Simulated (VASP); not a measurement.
# NaB2 (P6_3/mmc) in VASP: notebook

Runs on NaB2. Level: PBE. Tasks: single point, relaxation of cell and atoms.

Program: VASP 6.6.1. These are calculated values, not measurements. Logs are shortened: lines on timing, memory, paths and dates and some standing lists are left out, and cuts for length are marked.

**1. The cell of the first run**

Symmetry: P6_3/mmc, No. 194, hexagonal system. Conventional cell: a = 2.664 Å, b = 2.664 Å, c = 12.080 Å, α = 90.00°, β = 90.00°, γ = 120.00°. Within 3.5 Å of Na (site symmetry -3m) lie 6 Na at 2.66 Å and 6 B at 2.69 Å. Within 2.2 Å of B (site symmetry 3m) lie 1 B at 1.63 Å.

**2. Single point, PBE**

Contents of INCAR:

```
SYSTEM = NaB2
PREC = Accurate ; ENCUT = 520
EDIFF = 1E-7 ; ISMEAR = 0
SIGMA = 0.1 ; LREAL = .FALSE.
LASPH = .TRUE. ; NELM = 100
ALGO = Normal ; ISIF = 2
LWAVE = .FALSE. ; LCHARG = .TRUE.
GGA = PE ; LELF = .TRUE.
LVHAR = .TRUE. ; NBANDS = 22
```

Contents of KPOINTS:

```
Automatic mesh
0
G
  18 18 4
  0 0 0
```

Contents of POSCAR:

```
NaB2
1.0
    2.6640286372      0.0000000000      0.0000000000
   -1.3320143186      2.3071164762      0.0000000000
    0.0000000000      0.0000000000     12.0803066511
Na B
2 4
Direct
    0.0000000000      0.0000000000      0.5000000000
    0.0000000000      0.0000000000      0.0000000000
    0.6666666667      0.3333333333      0.3176464195
    0.3333333333      0.6666666667      0.6823535805
    0.3333333333      0.6666666667      0.8176464195
    0.6666666667      0.3333333333      0.1823535805
```

Potentials or basis: VASP PAW PBE potentials, release 64 (Na_pv, B).

Started as:

```console
$ cat potpaw_PBE.64/Na_pv/POTCAR potpaw_PBE.64/B/POTCAR > POTCAR
$ mpirun -np 1 vasp_std > vasp.out
```

OUTCAR:

```text
SYSTEM = NaB2
   PREC = Accurate
   ENCUT = 520
   EDIFF = 1E-7
   ISMEAR = 0
   LREAL = .FALSE.
   LASPH = .TRUE.
   NELM = 100
   ISIF = 2
   GGA = PE

 ion  position               nearest neighbor table
   1  0.000  0.000  0.500-
   2  0.000  0.000  0.000-
   3  0.667  0.333  0.318-   6 1.63
   4  0.333  0.667  0.682-   5 1.63
   5  0.333  0.667  0.818-   4 1.63
   6  0.667  0.333  0.182-   3 1.63

  LATTYP: Found a hexagonal cell.
 ALAT       =     2.6640286372
 C/A-ratio  =     4.5346008982

  Lattice vectors:

 A1 = (   2.6640286372,   0.0000000000,   0.0000000000)
 A2 = (  -1.3320143186,   2.3071164762,   0.0000000000)
 A3 = (   0.0000000000,   0.0000000000,  12.0803066511)

Analysis of symmetry for initial positions (statically):
=====================================================================
 Subroutine PRICEL returns:
 Original cell was already a primitive cell.

 Routine SETGRP: Setting up the symmetry group for a
 hexagonal supercell.

 Subroutine GETGRP returns: Found 24 space group operations
 (whereof 12 operations were pure point group operations)
 out of a pool of 24 trial point group operations.

The static configuration has the point symmetry D_3d.
 The point group associated with its full space group is D_6h.

Analysis of symmetry for dynamics (positions and initial velocities):
=====================================================================
 Subroutine PRICEL returns:
 Original cell was already a primitive cell.

 Routine SETGRP: Setting up the symmetry group for a
 hexagonal supercell.

 Subroutine GETGRP returns: Found 24 space group operations
 (whereof 12 operations were pure point group operations)
 out of a pool of 24 trial point group operations.

The dynamic configuration has the point symmetry D_3d.
 The point group associated with its full space group is D_6h.

 Subroutine INISYM returns: Found 24 space group operations
 (whereof 12 operations are pure point group operations),
 and found     1 'primitive' translations

----------------------------------------------------------------------------------------

                                     Primitive cell

  volume of cell :      74.2483

  direct lattice vectors                    reciprocal lattice vectors
     2.664028637  0.000000000  0.000000000     0.375371340  0.216720744  0.000000000
    -1.332014319  2.307116476  0.000000000     0.000000000  0.433441489  0.000000000
     0.000000000  0.000000000 12.080306651     0.000000000  0.000000000  0.082779356

  length of vectors
     2.664028637  2.664028637 12.080306651     0.433441489  0.433441489  0.082779356

  position of ions in fractional coordinates (direct lattice)
     0.000000000  0.000000000  0.500000000
     0.000000000  0.000000000  0.000000000
     0.666666667  0.333333333  0.317646420
     0.333333333  0.666666667  0.682353580
     0.333333333  0.666666667  0.817646420
     0.666666667  0.333333333  0.182353580

  ion indices of the primitive-cell ions
   primitive index   ion index
                 1           1
                 2           2
                 3           3
                 4           4
                 5           5
                 6           6

----------------------------------------------------------------------------------------

 KPOINTS: Automatic mesh

Automatic generation of k-mesh.
 Grid dimensions read from file:
 generate k-points for:   18   18    4

 Generating k-lattice:

  Cartesian coordinates                     Fractional coordinates (reciprocal lattice)
     0.020853963  0.012040041  0.000000000     0.055555556 -0.000000000  0.000000000
     0.000000000  0.024080083  0.000000000     0.000000000  0.055555556  0.000000000
     0.000000000  0.000000000  0.020694839     0.000000000  0.000000000  0.250000000

  Length of vectors
     0.024080083  0.024080083  0.020694839

  Shift w.r.t. Gamma in fractional coordinates (k-lattice)
     0.000000000  0.000000000  0.000000000

 Subroutine IBZKPT returns following result:
 ===========================================

 Found    111 irreducible k-points:

 Following reciprocal coordinates:
            Coordinates               Weight
  0.000000  0.000000  0.000000      1.000000
  0.055556  0.000000  0.000000      6.000000
  0.111111  0.000000  0.000000      6.000000
  0.166667 -0.000000  0.000000      6.000000
  0.222222 -0.000000  0.000000      6.000000
  0.277778 -0.000000  0.000000      6.000000
[... 16 lines left out ...]
  0.333333  0.111111  0.000000     12.000000
  0.388889  0.111111  0.000000     12.000000
 [... further k-points ...]
   k-points           NKPTS =    111   k-points in BZ     NKDIM =    111   number of bands    NBANDS=     22
   number of dos      NEDOS =    301   number of ions     NIONS =      6
   total plane-waves  NPLWV =  36000
   dimension x,y,z NGX =    20 NGY =   20 NGZ =   90
   dimension x,y,z NGXF=    40 NGYF=   40 NGZF=  180
   ions per type =               2   4
   NGX,Y,Z   is equivalent  to a cutoff of  12.48, 12.48, 12.39 a.u.
   NGXF,Y,Z  is equivalent  to a cutoff of  24.96, 24.96, 24.77 a.u.
 SYSTEM =  NaB2
   PREC   = accura    normal or accurate (medium, high low for compatibility)
   ISTART =      0    job   : 0-new  1-cont  2-samecut
   ICHARG =      2    charge: 1-file 2-atom 10-const
   ISPIN  =      1    spin polarized calculation?
   LNONCOLLINEAR =      F non collinear calculations
   LSORBIT =      F    spin-orbit coupling
   LASPH  =      T    aspherical Exc in radial PAW
   ENCUT  =  520.0 eV  38.22 Ry    6.18 a.u.   4.95  4.95 22.46*2*pi/ulx,y,z
   NELM   =    100;   NELMIN=  2; NELMDL= -5     # of ELM steps
   EDIFF  = 0.1E-06   stopping-criterion for ELM
   LREAL  =      F    real-space projection
   EDIFFG = 0.1E-05   stopping-criterion for IOM
   NSW    =      0    number of steps for IOM
   IBRION =     -1    ionic relax: 0-MD 1-quasi-New 2-CG
   NFREE  =      0    steps in history (QN), initial steepest desc. (CG)
   ISIF   =      2    stress and relaxation
   ISYM   =      2    0-nonsym 1-usesym 2-fastsym
   POTIM  = 0.5000    time-step for ionic-motion
   TEBEG  =    0.0;   TEEND  =   0.0 temperature during run
   PSTRESS=    0.0 pullay stress
   NELECT =      26.0000    total number of electrons
   NUPDOWN=      -1.0000    fix difference up-down
   EMIN   =  10.00;   EMAX   =-10.00  energy-range for DOS
   EFERMI =   0.00;   METHOD = LEGACY
   ISMEAR =     0;   SIGMA  =   0.10  broadening in eV -4-tet -1-fermi 0-gaus
   EFERMI_NEDOS =   21; number of points for ismear=-14 and -15
   IALGO  =     38    algorithm
   IMIX   =      4    mixing-type and parameters
     AMIX     =   0.40;   BMIX     =  1.00
     AMIX_MAG =   1.60;   BMIX_MAG =  1.00
  volume/ion in A,a.u.               =      12.37        83.51
  Fermi-wavevector in a.u.,A,eV,Ry     =   1.153906  2.180566 18.116149  1.331499
  Thomas-Fermi vector in A             =   2.290547
   LORBIT       =      0    0 simple, 1 ext, 2 COOP (PROOUT), +10 PAW based schemes
   GGA     = PE    functional components
   LHFCALC =     F    Hartree Fock is set to
   AEXX    =    0.0000 exact exchange contribution
   IVDW    =     0    specifies the selected vdW correction
   LEPSILON=     F    determine dielectric tensor
   LRPA    =     F    only Hartree local field effects (RPA)
 non-spin polarized calculation
 Gauss-broadening in eV      SIGMA  =   0.10
  energy-cutoff  :      520.00
  volume of cell :       74.25
 maximum number of plane-waves:      2052
 NGX is ok and might be reduce to    20
   NGX =  9   NGY =  9   NGZ = 45

 number of electron      26.0000000 magnetization

 Free energy of the ion-electron system (eV)
  ---------------------------------------------------
  ext. energy  EPLUGINS =         0.00000000
  ---------------------------------------------------
  free energy    TOTEN  =       -19.96099543 eV

  energy without entropy =      -19.94183916  energy(sigma->0) =      -19.95141729

 E-fermi :   3.2860     XC(G=0):  -9.9026

 val. band max:        3.2768139858   @ k =   0.3333   0.1111   0.0000
 cond. band min:       3.2863744342   @ k =   0.4444   0.0556   0.2500
 fundamental gap:      0.0095604485
 Fermi energy:         3.2859683896

 k-point     1 :       0.0000    0.0000    0.0000
  band No.  band energies     occupation
      1     -21.0465      2.00000
      2     -21.0460      2.00000
      3     -20.9333      2.00000
      4     -20.9333      2.00000
      5     -20.9333      2.00000
      6     -20.9333      2.00000
[... 14 lines left out ...]
     21      12.9081      0.00000
     22      12.9523      0.00000

 k-point     2 :       0.0556    0.0000    0.0000
  band No.  band energies     occupation
      1     -21.0428      2.00000
      2     -21.0424      2.00000
      3     -20.9516      2.00000
      4     -20.9516      2.00000
      5     -20.9370      2.00000
      6     -20.9370      2.00000
[... 14 lines left out ...]
     21      12.7316      0.00000
     22      12.8381      0.00000

 k-point     3 :       0.1111    0.0000    0.0000
  band No.  band energies     occupation
      1     -21.0323      2.00000
      2     -21.0318      2.00000
      3     -21.0040      2.00000
      4     -21.0040      2.00000
      5     -20.9476      2.00000
      6     -20.9476      2.00000
[... 14 lines left out ...]
     21      12.3746      0.00000
     22      12.5708      0.00000
[... 476 lines left out ...]
 k-point    23 :       0.3333    0.1111    0.0000
  band No.  band energies     occupation
      1     -21.4328      2.00000
      2     -21.4328      2.00000
      3     -21.0800      2.00000
      4     -21.0800      2.00000
      5     -20.9348      2.00000
      6     -20.9347      2.00000
[... 14 lines left out ...]
     21       9.7186      0.00000
     22       9.7846      0.00000

 k-point    24 :       0.3889    0.1111    0.0000
  band No.  band energies     occupation
      1     -21.4741      2.00000
      2     -21.4741      2.00000
      3     -21.0939      2.00000
      4     -21.0939      2.00000
      5     -20.9250      2.00000
      6     -20.9248      2.00000
[... 14 lines left out ...]
     21       9.7239      0.00000
     22       9.9648      0.00000

 [... further k-points ...]

------------------------ aborting loop because EDIFF is reached ----------------------------------------

  FORCE on cell =-STRESS in cart. coord.  units (eV):
  Direction    XX          YY          ZZ          XY          YZ          ZX
  --------------------------------------------------------------------------------------
  -------------------------------------------------------------------------------------
  Total        0.0424936      0.0424936      0.0597239      0.0000000      0.0000000      0.0000000
  in kB        0.9169553      0.9169553      1.2887613      0.0000000      0.0000000      0.0000000
  external PRESSURE =       1.0408906 kB  Pullay stress =       0.0000000 kB

 VOLUME and BASIS-vectors are now :
 -----------------------------------------------------------------------------
  energy-cutoff  :      520.00
  volume of cell :       74.25
      direct lattice vectors                 reciprocal lattice vectors
     2.664028637  0.000000000  0.000000000     0.375371340  0.216720744  0.000000000
    -1.332014319  2.307116476  0.000000000     0.000000000  0.433441489  0.000000000
     0.000000000  0.000000000 12.080306651     0.000000000  0.000000000  0.082779356

 POSITION                                       TOTAL-FORCE (eV/Angst)
 -----------------------------------------------------------------------------------
      0.00000      0.00000      6.04015         0.000000      0.000000     -0.000000
      0.00000      0.00000      0.00000         0.000000      0.000000     -0.000000
      1.33201      0.76904      3.83727        -0.000000      0.000000      0.005624
     -0.00000      1.53808      8.24304         0.000000     -0.000000     -0.005624
     -0.00000      1.53808      9.87742        -0.000000     -0.000000      0.005624
      1.33201      0.76904      2.20289        -0.000000      0.000000     -0.005624
 -----------------------------------------------------------------------------------
    total drift:                               -0.000000      0.000000      0.000000

  FREE ENERGIE OF THE ION-ELECTRON SYSTEM (eV)
  ---------------------------------------------------
  free  energy   TOTEN  =       -19.9609954305 eV

  energy  without entropy=      -19.9418391594  energy(sigma->0) =      -19.95141729
```

Wall time 1.9 min (1 thread of Intel Xeon Platinum 8488C (Sapphire Rapids), shared host); peak memory 0.26 GiB.

Results:

| Property | Result |
| --- | --- |
| Free energy | -19.9610 eV |
| Pressure | 0.1 GPa |
| Largest force | 0.006 eV/Å |
| Band gap on the k mesh | zero (band 13 reaches 6.24 eV, above the bottom of band 14 at 2.41 eV) |

Forces in eV/Å, atoms in the order of the input:
```
Na   0.000  0.000  0.000
Na   0.000  0.000  0.000
B    0.000  0.000  0.006
B    0.000  0.000 -0.006
B    0.000  0.000  0.006
B    0.000  0.000 -0.006
```

**3. Relaxation of cell and atoms, PBE**

This run uses another cell than the first one, of 12.01 Å³/atom, 0.971 times its volume.

Contents of INCAR:

```
SYSTEM = NaB2
ALGO = Normal
EDIFF = 1E-6
EDIFFG = -0.01
ENCUT = 600
GGA = PE
IBRION = 2
ISIF = 3
ISMEAR = 0
LASPH = .True.
LCHARG = .False.
LREAL = .False.
LWAVE = .False.
NELM = 100
NSW = 100
PREC = Accurate
SIGMA = 0.1
```

Contents of KPOINTS:

```
k-points
0
Gamma
  18 18 4
  0 0 0
```

Contents of POSCAR:

```
NaB2
1.0
    2.6185978293      0.0000000000      0.0000000000
   -1.3092989147      2.2677722425      0.0000000000
    0.0000000000      0.0000000000     12.1382069879
Na B
2 4
Direct
    0.0000000000      0.0000000000      0.5000000000
    0.0000000000      0.0000000000      0.0000000000
    0.6666666667      0.3333333333      0.3180679214
    0.3333333333      0.6666666667      0.6819320786
    0.3333333333      0.6666666667      0.8180679214
    0.6666666667      0.3333333333      0.1819320786
```

Potentials or basis: VASP PAW PBE potentials, release 64 (Na_pv, B).

Started as:

```console
$ cat potpaw_PBE.64/Na_pv/POTCAR potpaw_PBE.64/B/POTCAR > POTCAR
$ mpirun -np 1 vasp_std > vasp.out
```

Wall time 11 min (1 thread of Intel Xeon Platinum 8488C (Sapphire Rapids), shared host); peak memory 0.31 GiB.

The run converged. Its results:

| Item | Value |
| --- | --- |
| Free energy | -19.9625 eV |
| Relaxed volume | 12.43 Å³/atom |
| Relaxed cell | a = 2.670 Å, b = 2.670 Å, c = 12.081 Å, α = 90.00°, β = 90.00°, γ = 120.00° |
| Space group after relaxing (to 0.05 Å) | P6_3/mmc (No. 194) |
| Energy gained by relaxing | 1.7 meV/atom |
| Ionic steps | 11 |
| Pressure after relaxing | 0.0 GPa |
| Band gap on the k mesh | zero (band 13 reaches 6.21 eV, above the bottom of band 14 at 2.36 eV) |

Step by step:
| step | energy change (eV) | largest force (eV/Å) | pressure (GPa) | volume (Å³) |
| --- | --- | --- | --- | --- |
| 1 | 0.0000 | 0.2030 | 0.00 | 72.08 |
| 2 | 0.0003 | 0.2912 | 1.45 | 72.08 |
| 3 | -0.0034 | 0.0337 | 0.70 | 72.08 |
| 4 | -0.0058 | 0.0323 | 0.51 | 72.57 |
| 5 | -0.0090 | 0.0255 | 0.12 | 73.69 |
| 6 | -0.0080 | 0.0020 | -0.55 | 75.94 |
| 7 | -0.0097 | 0.0180 | -0.15 | 74.59 |
| 8 | -0.0099 | 0.0219 | 0.09 | 74.56 |
| 9 | -0.0100 | 0.0207 | 0.03 | 74.57 |
| 10 | -0.0099 | 0.0490 | -0.12 | 74.60 |
| 11 | -0.0100 | 0.0006 | -0.01 | 74.58 |

Final structure:
```
Na B
1.0
     2.66986    0.00000    0.00000
    -1.33493    2.31217    0.00000
     0.00000    0.00000   12.08112
Na B
2 4
Direct
  0.00000 0.00000 0.50000
  0.00000 0.00000 0.00000
  0.66667 0.33333 0.31762
  0.33333 0.66667 0.68238
  0.33333 0.66667 0.81762
  0.66667 0.33333 0.18238
```

Levels at points of the mesh, in eV from the Fermi level:
```tsv
k point	band 11	band 12	band 13	band 14	band 15	band 16
(0.00, 0.00, 0.00)	-4.33	-2.75	1.56	3.92	5.75	5.75
(0.50, 0.00, 0.00)	-1.75	-1.64	-0.38	-0.16	-0.11	0.05
(0.00, 0.00, 0.50)	-3.53	-3.53	2.64	2.64	5.76	5.76
(0.50, 0.00, 0.50)	-1.68	-1.68	-0.38	-0.38	0.08	0.08
```
